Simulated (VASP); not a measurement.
Here is a VASP 6.6.1 calculation.

INCAR

```
SYSTEM = AlN
PREC = Accurate
ENCUT = 600
EDIFF = 1E-6
ISMEAR = 0
SIGMA = 0.1
LREAL = .False.
LASPH = .True.
NELM = 120
ALGO = Normal
ISIF = 2
LWAVE = .False.
LCHARG = .False.
GGA = PE
NBANDS = 16
GGA_COMPAT = .False.
```

The input KPOINTS:

```
regular mesh
0
Gamma
  6 4 6
  0 0 0
```

POSCAR

```
AlN
1.0
    3.1130547766      0.0000000000      0.0000000000
    0.0000000000      4.4025242180      0.0000000000
    0.0000000000      0.0000000000      3.1130547273
Al N
2 2
Direct
    0.0000000000      0.0000000000      0.0000000000
    0.5000000000      0.5000000000      0.5000117000
    0.5000000000      0.2500000000      0.0000000000
    0.0000000000      0.7500000000      0.5000117000
```

Potentials or basis: VASP PAW PBE potentials, release 64 (Al, N).

Command:

```console
$ cat potpaw_PBE.64/Al/POTCAR potpaw_PBE.64/N/POTCAR > POTCAR
$ mpirun -np 1 vasp_std > vasp.out
```

Task: What does it give for the band gap on the k mesh?

Result: 3.31 eV.

Task: Predict the pressure.

Result: -0.3 GPa.

A k mesh can miss the band edges.
